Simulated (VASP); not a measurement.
Here is a VASP 6.6.1 calculation.

The input INCAR:

```
SYSTEM = GaCuC4N4
ALGO = Normal
EDIFF = 1E-6
EDIFFG = -0.01
ENCUT = 600
GGA = PE
IBRION = 2
ISIF = 3
ISMEAR = 0
LASPH = .TRUE.
LCHARG = .FALSE.
LREAL = .FALSE.
LWAVE = .FALSE.
NELM = 60
NSW = 100
PREC = Accurate
SIGMA = 0.02
```

The input KPOINTS:

```
k-points
0
G
  4 4 4
  0 0 0
```

The input POSCAR:

```
GaCuC4N4
1.0
    5.7554591653      0.0000000000      0.0000000000
    0.0000000000      5.7554591653      0.0000000000
    0.0000000000      0.0000000000      5.7554591653
Ga Cu C N
1 1 4 4
Direct
    0.5000000000      0.5000000000      0.5000000000
    0.0000000000      0.0000000000      0.0000000000
    0.1932014127      0.1932014127      0.1932014127
    0.1932014127      0.8067985873      0.8067985873
    0.8067985873      0.1932014127      0.8067985873
    0.8067985873      0.8067985873      0.1932014127
    0.3109042684      0.3109042684      0.3109042684
    0.3109042684      0.6890957316      0.6890957316
    0.6890957316      0.3109042684      0.6890957316
    0.6890957316      0.6890957316      0.3109042684
```

Potentials or basis: VASP PAW PBE potentials, release 64 (Ga_d, Cu, C, N).

Run with:

```bash
$ cat potpaw_PBE.64/Ga_d/POTCAR potpaw_PBE.64/Cu/POTCAR potpaw_PBE.64/C/POTCAR potpaw_PBE.64/N/POTCAR > POTCAR
$ mpirun -np 1 vasp_std > vasp.out
```

Question: Estimate the space group after relaxing (to 0.1 Å).

Answer: P-43m (No. 215).

Question: Predict the relaxed cell.

Answer: a = 5.753 Å, b = 5.753 Å, c = 5.753 Å, α = 90.00°, β = 90.00°, γ = 90.00°.

The path:
```tsv
step	energy change (eV)	largest force (eV/Å)	pressure (GPa)	volume (Å³)
1	0.0000	0.3533	0.21	190.65
2	0.1764	3.0790	-3.21	191.35
3	-0.0017	0.0361	-0.11	190.71
4	-0.0017	0.0341	-0.11	190.71
5	-0.0020	0.0114	0.01	190.43
6	-0.0020	0.0048	0.04	190.38
```
